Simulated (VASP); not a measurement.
Here is a VASP 6.6.1 calculation.

Contents of INCAR:

```
SYSTEM = Si64C65
PREC = Accurate
ENCUT = 520
EDIFF = 1E-6
ISMEAR = -1
SIGMA = 0.01
LREAL = Auto
LASPH = .TRUE.
NELM = 120
ALGO = Normal
ISIF = 2
LWAVE = .FALSE.
LCHARG = .TRUE.
GGA = PE
LELF = .TRUE.
LVHAR = .TRUE.
NBANDS = 328
GGA_COMPAT = .FALSE.
```

The input KPOINTS:

```
Automatic mesh
0
Gamma
  1 1 1
  0.25 0.25 0.25
```

The input POSCAR:

```
Si64C65
1.0
    0.0000000000      8.7594100000      8.7594100000
    8.7594100000      0.0000000000      8.7594100000
    8.7594100000      8.7594100000      0.0000000000
Si C
64 65
Direct
    0.1877549401      0.1868839910      0.1872375537
    0.1861166448      0.1891433327      0.4367376342
    0.1866038923      0.1874743847      0.6864100436
    0.1876489969      0.1869271446      0.9367182835
    0.1848447555      0.4369637909      0.1898340185
    0.1864570216      0.4382059408      0.4372297335
[... 121 lines left out ...]
    0.7519963673      0.7507524479      0.7487258274
    0.3928159545      0.6146955103      0.7056289179
```

Potentials or basis: VASP PAW PBE potentials, release 64 (Si, C).

Run with:

```sh
$ cat potpaw_PBE.64/Si/POTCAR potpaw_PBE.64/C/POTCAR > POTCAR
$ mpirun -np 1 vasp_std > vasp.out
```

Predict the largest force.

0.084 eV/Å.

Estimate the pressure.

1.3 GPa.

Stress tensor (GPa, compression positive):
```
 0.60  0.64  0.63
 0.64  0.70 -0.92
 0.63 -0.92  2.68
```
